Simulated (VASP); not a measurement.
Mo: single point with PBE

Mo:

```
Mo
1.0
     0.00000    2.01500    1.93440
     2.01500    0.00000    1.93440
     2.01500    2.01500    0.00000
Mo
1
Cartesian
  0.0000 0.0000 0.0000
```

This cell differs from its parent crystal: strain -0.0400 x Voigt [0, 0, 1, 0, 0, 0].

```yaml
Program: VASP 6.6.1
Task: single point
Functional: PBE
Potentials_or_basis: VASP PAW PBE potentials, release 64 (Mo_sv)
Cutoff: 520 eV
k_mesh: 20 × 20 × 20
Occupations: gaussian, width 0.15 eV
Spin: no spin polarisation
```

```yaml
Pressure: 5.6 GPa
Band_gap_on_the_k_mesh: zero (band 7 reaches 16.16 eV, above the bottom of band 8 at 11.52 eV)
```

Stress tensor (GPa, compression positive):
```
 8.62  0.00  0.00
 0.00  8.62  0.00
 0.00  0.00 -0.35
```

Levels at points of the mesh, in eV from the Fermi level:
```tsv
k point	band 3	band 4	band 5	band 6	band 7	band 8	band 9	band 10	band 11	band 12
(0.00, 0.00, 0.00)	-34.05	-34.02	-6.82	-0.93	-0.93	-0.44	1.63	2.29	13.10	17.97
(0.50, 0.00, 0.00)	-34.27	-34.18	-4.73	-1.25	-0.67	1.60	3.94	4.25	11.37	12.76
(0.50, 0.50, 0.00)	-34.60	-34.60	-5.14	-4.50	4.03	4.67	4.72	4.72	12.21	12.21
(0.50, 0.00, 0.50)	-34.54	-34.46	-5.10	-4.38	3.84	4.05	4.44	4.93	12.47	13.18
```

It took 82 s on 1 thread of Intel(R) Xeon(R) 6975P-C (Granite Rapids), on a shared host, peak memory 0.24 GiB.

Caveat: the cell differs from its parent crystal (strain -0.0400 x Voigt [0, 0, 1, 0, 0, 0]).
